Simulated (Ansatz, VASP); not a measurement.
**C in VASP and in Ansatz**

The input INCAR:

```
SYSTEM = C
  PREC = Accurate
  ENCUT = 520
  EDIFF = 1E-6
  ISMEAR = 0
  SIGMA = 0.15
  LREAL = .FALSE.
  LASPH = .TRUE.
  NELM = 60
  ALGO = Normal
  ISIF = 2
  LWAVE = .FALSE.
  LCHARG = .FALSE.
  GGA = PS
  NBANDS = 16
```

KPOINTS

```
regular mesh
0
G
  21 21 6
  0 0 0
```

File POSCAR:

```
C
1.0
    1.2717091181     -2.2022225641      0.0000000000
    1.2717091181      2.2022225641      0.0000000000
    0.0000000000      0.0000000000      7.6312586263
C
4
Direct
    0.0833216498      0.9166783502      0.7498439858
    0.5833216498      0.4166783502      0.2501560142
    0.9166783502      0.0833216498      0.2501560142
    0.4166783502      0.5833216498      0.7498439858
```

Input for Ansatz:

```yaml
crystal:
  lattice:
    - [1.2717091181, -2.2022225641, 0.0]
    - [1.2717091181, 2.2022225641, 0.0]
    - [0.0, 0.0, 7.6312586263]
  atoms:
    - { symbol: C, position: [0.0833216498, 0.9166783502, 0.7498439858] }
    - { symbol: C, position: [0.5833216498, 0.4166783502, 0.2501560142] }
    - { symbol: C, position: [0.9166783502, 0.0833216498, 0.2501560142] }
    - { symbol: C, position: [0.4166783502, 0.5833216498, 0.7498439858] }
basis:
  ecutwfc: 520.0
kpoints:
  mp_grid: { grid: [21, 21, 6] }
hamiltonian:
  xc: pbesol
  pseudopotentials: { kind: paw, azcp: { folder: soft_1 } }
scf:
  occupations: { method: gaussian, width: 0.15 }
output:
  forces: true
  stress: true
  eigenvalues: true
```

Change from the starting cell: volume 10.686 Å^3 an atom, stretch along a over the lengths across it, relative to the relaxed cell 1.0000.

Alike in both runs: task single point; functional PBEsol; k mesh 21 × 21 × 6; occupations gaussian, width 0.15 eV; no spin polarisation.

|  | VASP | Ansatz |
| --- | --- | --- |
| version | VASP 6.6.1 | Ansatz 0.2.0 |
| potentials or method | VASP PAW PBE potentials, release 64 (C), cutoff 520 eV | scalar-relativistic, plane waves, PAW |
| valence electrons in the cell | 16 | 16 |

Ansatz gave:

- gap on the k mesh at the Fermi level (eV): none
- pressure (GPa): -21.6
- traceless stress, the component that is largest in VASP (GPa): 21.48

Question: What did VASP give for the same quantities?

Answer: gap on the k mesh at the Fermi level (eV): none; pressure (GPa): -21.1; traceless stress, the component that is largest in VASP (GPa): 20.90.

VASP's potentials were made for PBE, not for PBEsol, and Ansatz warns of the same on its side. A gap of «none» marks a metal or a gap that the smearing closes.
